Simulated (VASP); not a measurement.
# MgO (P-6m2) in VASP: elastic constants with PBEsol

Aim: the elastic constants of MgO with PBEsol.

All numbers are computed with VASP 6.6.1; they aren't measurements. Logs are shortened: lines on timing, memory, paths and dates and some standing lists are left out, and cuts for length are marked.

## (1) The cell of the first run

The structure is hexagonal, space group P-6m2 (No. 187). The conventional cell has a = 2.938 Å, b = 2.938 Å, c = 2.680 Å, α = 90.00°, β = 90.00°, γ = 120.00°. Mg (site symmetry -6m2) has 6 O at 2.16 Å and 2 Mg at 2.68 Å within 2.9 Å. Within 2.9 Å of O (site symmetry -6m2) lie 6 Mg at 2.16 Å and 2 O at 2.68 Å.

## (2) Elastic constants, PBEsol

Contents of INCAR:

```
PREC     = Accurate       # precision mode
ENCUT    = 600            # plane-wave cutoff, eV
EDIFF    = 1E-8           # SCF threshold, eV
ISMEAR   = 0              # smearing method
SIGMA    = 0.01           # smearing width, eV
LREAL    = False          # projectors in reciprocal space
LASPH    = True           # aspherical terms in the spheres
NELM     = 80             # most SCF steps
ALGO     = Normal         # electronic algorithm
ISIF     = 3              # what is computed and relaxed
LWAVE    = False          # write WAVECAR
LCHARG   = False          # write CHGCAR
GGA      = PS             # functional
IBRION   = 6              # ionic algorithm
NFREE    = 2            
POTIM    = 0.015          # step
NSW      = 1              # ionic steps
```

Contents of KPOINTS:

```
Automatic mesh
0
Gamma
  9 9 8
```

Contents of POSCAR:

```
MgO
1.0
    2.9380209000      0.0000000000      0.0000000000
   -1.4690104500      2.5444007400      0.0000000000
    0.0000000000      0.0000000000      2.6796800000
Mg O
1 1
Direct
    0.0000000000      0.0000000000      0.0000000000
    0.3333333300      0.6666666700      0.5000000000
```

Potentials or basis: VASP PAW PBE potentials, release 64 (Mg, O).

Run with:

```sh
$ cat potpaw_PBE.64/Mg/POTCAR potpaw_PBE.64/O/POTCAR > POTCAR
$ mpirun -np 1 vasp_std > vasp.out
```

OUTCAR:

```text
PREC = Accurate
   ENCUT = 600
   EDIFF = 1E-8
   ISMEAR = 0
   LREAL = False
   LASPH = True
   NELM = 80
   ISIF = 3
   GGA = PS
   IBRION = 6
   NFREE = 2
   POTIM = 0.015
   NSW = 1

 ion  position               nearest neighbor table
   1  0.000  0.000  0.000-   2 2.16   2 2.16   2 2.16   2 2.16   2 2.16   2 2.16
   2  0.333  0.667  0.500-   1 2.16   1 2.16   1 2.16   1 2.16   1 2.16   1 2.16

  LATTYP: Found a hexagonal cell.
 ALAT       =     2.9380209000
 C/A-ratio  =     0.9120697542

  Lattice vectors:

 A1 = (   2.9380209000,   0.0000000000,   0.0000000000)
 A2 = (  -1.4690104500,   2.5444007400,   0.0000000000)
 A3 = (   0.0000000000,   0.0000000000,   2.6796800000)

Analysis of symmetry for initial positions (statically):
=====================================================================
 Subroutine PRICEL returns:
 Original cell was already a primitive cell.

 Routine SETGRP: Setting up the symmetry group for a
 hexagonal supercell.

 Subroutine GETGRP returns: Found 12 space group operations
 (whereof 12 operations were pure point group operations)
 out of a pool of 24 trial point group operations.

The static configuration has the point symmetry D_3h.

Analysis of symmetry for dynamics (positions and initial velocities):
=====================================================================
 Subroutine PRICEL returns:
 Original cell was already a primitive cell.

 Routine SETGRP: Setting up the symmetry group for a
 hexagonal supercell.

 Subroutine GETGRP returns: Found 12 space group operations
 (whereof 12 operations were pure point group operations)
 out of a pool of 24 trial point group operations.

The dynamic configuration has the point symmetry D_3h.

 Subroutine INISYM returns: Found 12 space group operations
 (whereof 12 operations are pure point group operations),
 and found     1 'primitive' translations

----------------------------------------------------------------------------------------

                                     Primitive cell

  volume of cell :      20.0320

  direct lattice vectors                    reciprocal lattice vectors
     2.938020900  0.000000000  0.000000000     0.340365176  0.196509926  0.000000000
    -1.469010450  2.544400740  0.000000000     0.000000000  0.393019851  0.000000000
     0.000000000  0.000000000  2.679680000     0.000000000  0.000000000  0.373178887

  length of vectors
     2.938020900  2.938020903  2.679680000     0.393019852  0.393019851  0.373178887

  position of ions in fractional coordinates (direct lattice)
     0.000000000  0.000000000  0.000000000
     0.333333330  0.666666670  0.500000000

  ion indices of the primitive-cell ions
   primitive index   ion index
                 1           1
                 2           2

----------------------------------------------------------------------------------------

 KPOINTS: Automatic mesh

Automatic generation of k-mesh.
 Grid dimensions read from file:
 generate k-points for:    9    9    8

 Generating k-lattice:

  Cartesian coordinates                     Fractional coordinates (reciprocal lattice)
[... 108 lines left out ...]
  free energy    TOTEN  =       -11.81881922 eV

  energy without entropy =      -11.81881922  energy(sigma->0) =      -11.81881922

------------------------ aborting loop because EDIFF is reached ----------------------------------------

  FORCE on cell =-STRESS in cart. coord.  units (eV):
  Direction    XX          YY          ZZ          XY          YZ          ZX
  --------------------------------------------------------------------------------------
  -------------------------------------------------------------------------------------
  Total       -0.5541775     -0.5541775     -0.5879325      0.0000000     -0.0000000      0.0000000
  in kB      -44.3237103    -44.3237104    -47.0234767      0.0000000     -0.0000000      0.0000000
  external PRESSURE =     -45.2236324 kB  Pullay stress =       0.0000000 kB
[... 89 lines left out ...]
  FREE ENERGIE OF THE ION-ELECTRON SYSTEM (eV)
  ---------------------------------------------------
  free  energy   TOTEN  =       -11.8226265902 eV

  energy  without entropy=      -11.8226265902  energy(sigma->0) =      -11.82262659

[... ionic steps 4 to 18 ...]

--------------------------------------- Ionic step       19  -------------------------------------------

 number of electron       7.9999998 magnetization

------------------------ aborting loop because EDIFF is reached ----------------------------------------
[... 67 lines left out ...]
--------------------------------------- Ionic step       21  -------------------------------------------

 number of electron       7.9999998 magnetization

 Free energy of the ion-electron system (eV)
  ---------------------------------------------------
  ext. energy  EPLUGINS =         0.00000000
  ---------------------------------------------------
  free energy    TOTEN  =       -11.81844140 eV

  energy without entropy =      -11.81844140  energy(sigma->0) =      -11.81844140

 E-fermi :   3.2464     XC(G=0): -10.9540

 val. band max:        3.1827741262   @ k =   0.3333   0.3333   0.0000
 cond. band min:       6.1038767004   @ k =   0.0000   0.0000   0.0000
 fundamental gap:      2.9211025743
 Fermi energy:         3.2464120818

 k-point     1 :       0.0000    0.0000    0.0000
  band No.  band energies     occupation
      1     -14.1897      2.00000
      2       2.5750      2.00000
      3       2.5750      2.00000
      4       2.7766      2.00000
      5       6.1039      0.00000
      6      14.8785      0.00000
      7      18.6324      0.00000
      8      18.6324      0.00000
[... 243 lines left out ...]
 k-point    24 :       0.3333    0.3333    0.1250
  band No.  band energies     occupation
      1     -12.8987      2.00000
      2      -0.3944      2.00000
      3      -0.3896      2.00000
      4       2.5474      2.00000
      5      11.3092      0.00000
      6      14.4352      0.00000
      7      15.3983      0.00000
      8      20.2393      0.00000

 [... further k-points ...]

------------------------ aborting loop because EDIFF is reached ----------------------------------------

  FORCE on cell =-STRESS in cart. coord.  units (eV):
  Direction    XX          YY          ZZ          XY          YZ          ZX
  --------------------------------------------------------------------------------------
  -------------------------------------------------------------------------------------
  Total       -0.5519930     -0.5519930     -0.5848614      0.0000000     -0.0000000      0.0000000
  in kB      -44.1489963    -44.1489964    -46.7778422      0.0000000     -0.0000000      0.0000000
  external PRESSURE =     -45.0252783 kB  Pullay stress =       0.0000000 kB
[... 17 lines left out ...]
  FREE ENERGIE OF THE ION-ELECTRON SYSTEM (eV)
  ---------------------------------------------------
  free  energy   TOTEN  =       -11.8184413973 eV

  energy  without entropy=      -11.8184413973  energy(sigma->0) =      -11.81844140

 INTERNAL STRAIN TENSORS FROM STRAINED CELLS
 ============================================

 INTERNAL STRAIN TENSOR FOR ION    1 for displacements in x,y,z  (eV/Angst):
          X           Y           Z          XY          YZ          ZX
  --------------------------------------------------------------------------------
  x    -0.00000    -0.00000     0.00000     0.10122     0.00000    -0.00000
  y     0.09043    -0.09176     0.00000     0.00005     0.00013     0.00012
  z     0.00000     0.00000     0.00000     0.00000    -0.00839     0.00000

 INTERNAL STRAIN TENSORS FROM DISPLACED ATOMS
 ============================================

 INTERNAL STRAIN TENSOR FOR ION    1 for displacements in x,y,z  (eV/Angst):
          X           Y           Z          XY          YZ          ZX
  --------------------------------------------------------------------------------
  x     0.00000     0.00000     0.00000     0.08804     0.00000     0.00000
  y     0.08804    -0.08804     0.00000     0.00000     0.00000     0.00000
  z     0.00000     0.00000     0.00000     0.00000     0.00000     0.00000

 INTERNAL STRAIN TENSOR FOR ION    2 for displacements in x,y,z  (eV/Angst):
          X           Y           Z          XY          YZ          ZX
  --------------------------------------------------------------------------------
  x     0.00000     0.00000     0.00000    -0.09177     0.00000     0.00000
  y    -0.09177     0.09177     0.00000     0.00000     0.00000     0.00000
  z     0.00000     0.00000     0.00000     0.00000     0.00000     0.00000

 Eigenvectors and eigenvalues of the dynamical matrix
 ----------------------------------------------------

   1 f  =    9.252212 THz    58.133365 2PiTHz  308.620586 cm-1    38.264059 meV
             X         Y         Z           dx          dy          dz
      0.000000  0.000000  0.000000     0.000000    0.000000   -0.630718
     -0.000000  1.696267  1.339840     0.000000    0.000000    0.776012
[... 21 lines left out ...]
   6 f/i=    0.007862 THz     0.049398 2PiTHz    0.262245 cm-1     0.032514 meV
             X         Y         Z           dx          dy          dz
      0.000000  0.000000  0.000000     0.000000    0.000000    0.776012
     -0.000000  1.696267  1.339840     0.000000    0.000000    0.630718

--------------------------------------------------------------------------------------------------------

 ELASTIC MODULI CONTR FROM IONIC RELAXATION (kBar)
 Direction    XX          YY          ZZ          XY          YZ          ZX
 --------------------------------------------------------------------------------
 XX          -0.1953      0.1953      0.0000      0.0000      0.0000      0.0000
 YY           0.1953     -0.1953      0.0000     -0.0000      0.0000      0.0000
 ZZ           0.0000      0.0000      0.0000      0.0000      0.0000      0.0000
 XY           0.0000     -0.0000      0.0000     -0.1953      0.0000      0.0000
 YZ           0.0000      0.0000      0.0000      0.0000      0.0000      0.0000
 ZX           0.0000      0.0000      0.0000      0.0000      0.0000      0.0000
 --------------------------------------------------------------------------------

 TOTAL ELASTIC MODULI (kBar)
 Direction    XX          YY          ZZ          XY          YZ          ZX
 --------------------------------------------------------------------------------
 XX        3150.3562    822.2750   -305.1085      0.0000      0.0000      0.0000
 YY         822.2750   3150.3562   -305.1085     -0.0000      0.0000      0.0000
 ZZ        -305.1085   -305.1085   5295.4484     -0.0000      0.0000      0.0000
 XY           0.0000     -0.0000     -0.0000   1164.0406      0.0000      0.0000
 YZ           0.0000      0.0000      0.0000      0.0000    -30.1091      0.0000
 ZX          -0.0000      0.0000      0.0000     -0.0000      0.0000    -30.1092
 --------------------------------------------------------------------------------
```

It took 2.1 min on 1 thread of Intel Xeon Platinum 8559C (Emerald Rapids), shared host; peak memory 0.21 GiB.

Results:

```yaml
Voigt_bulk_modulus: 134 GPa
Highest_phonon_frequency_at_Γ_LO-TO_splitting_left_out: 309 cm⁻¹
```

Phonon frequencies in cm⁻¹ (negative: imaginary):
```tsv
q point	frequencies
(0.000, 0.000, 0.000)	0 0 0 305 305 309
```

Elastic tensor in Voigt notation (GPa, in the Cartesian axes of the cell as first typed):
```
315  82 -31   0   0   0
 82 315 -31   0   0   0
-31 -31 530   0   0   0
  0   0   0  -3   0   0
  0   0   0   0  -3   0
  0   0   0   0   0 116
```

Clamped-ion elastic tensor (GPa):
```
315  82 -31   0   0   0
 82 315 -31   0   0   0
-31 -31 530   0   0   0
  0   0   0  -3   0   0
  0   0   0   0  -3   0
  0   0   0   0   0 116
```

Caveat: the cell is under stress, which shifts elastic constants; the elastic tensor has a negative eigenvalue, so either the cell is unstable as it stands or the mesh is too thin; the PAW data sets were made with another functional, which shifts forces and pressure a little.
